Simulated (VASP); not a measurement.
Here is a VASP 6.6.1 calculation.

File INCAR:

```
ALGO = Normal
EDIFF = 1E-6
ENCUT = 520
GGA = PE
ISIF = 2
ISMEAR = 0
LASPH = T
LCHARG = T
LELF = T
LREAL = F
LVHAR = T
LWAVE = F
NBANDS = 41
NELM = 60
PREC = Accurate
SIGMA = 0.1
```

Contents of KPOINTS:

```
k-points
0
Gamma
  4 4 4
```

POSCAR

```
Ge3PdRu
1.0
    4.9580378235      0.0000000000      0.0000000000
    0.0000000000      4.9580378235      0.0000000000
    0.0000000000      0.0000000000      4.7718005368
Ge Ru Pd
3 1 1
Direct
    0.0000000000      0.0000000000      0.5000000000
    0.0000000000      0.5000000000      0.0000000000
    0.5000000000      0.0000000000      0.0000000000
    0.0000000000      0.0000000000      0.0000000000
    0.5000000000      0.5000000000      0.0000000000
```

Potentials or basis: VASP PAW PBE potentials, release 64 (Ge_d, Ru_pv, Pd).

Command:

```bash
$ cat potpaw_PBE.64/Ge_d/POTCAR potpaw_PBE.64/Ru_pv/POTCAR potpaw_PBE.64/Pd/POTCAR > POTCAR
$ mpirun -np 1 vasp_std > vasp.out
```

**Question.** What does it give for the pressure?

**Answer.** 0.2 GPa.

**Question.** Predict the band gap on the k mesh.

**Answer.** Zero (band 33 reaches 5.36 eV, above the bottom of band 34 at 5.06 eV).

Stress tensor (GPa, compression positive):
```
0.22 0.00 0.00
0.00 0.22 0.00
0.00 0.00 0.07
```
